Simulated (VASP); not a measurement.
Hf, 1 atom in the cell. The structure is cubic, space group Fm-3m (No. 225). The conventional cell has a = 4.410 Å, b = 4.410 Å, c = 4.410 Å, α = 90.00°, β = 90.00°, γ = 90.00°. Hf (site symmetry m-3m) has 12 Hf at 3.12 Å within 4.1 Å.  This cell differs from its parent crystal: volume scaled by 0.98.

| Item | Value |
| --- | --- |
| Program | VASP 6.6.1 |
| Task | single point |
| Functional | PBEsol |
| Potentials or basis | VASP PAW PBE potentials, release 64 (Hf_pv) |
| Cutoff | 520 eV |
| k mesh | 16 × 16 × 16 |
| Occupations | fermi-dirac, width 0.03 eV |
| Spin | no spin polarisation |
| Dipole correction | no |
| Further INCAR settings | ALGO = Normal; EDIFF = 1e-06; NBANDS = 11 |

Potentials or basis: VASP PAW PBE potentials, release 64 (Hf_pv).

The run is started by

```bash
$ cat potpaw_PBE.64/Hf_pv/POTCAR > POTCAR
$ mpirun -np 1 vasp_std > vasp.out
```

Hardware: 1 thread of Intel Xeon 6975P-C, with other jobs on the host.

Q: How long does it take, and how much memory?

A: Wall time 14 s on 1 thread of Intel Xeon 6975P-C, with other jobs on the host, peak memory 0.16 GiB. Counts: scf iterations 11, k points 145.
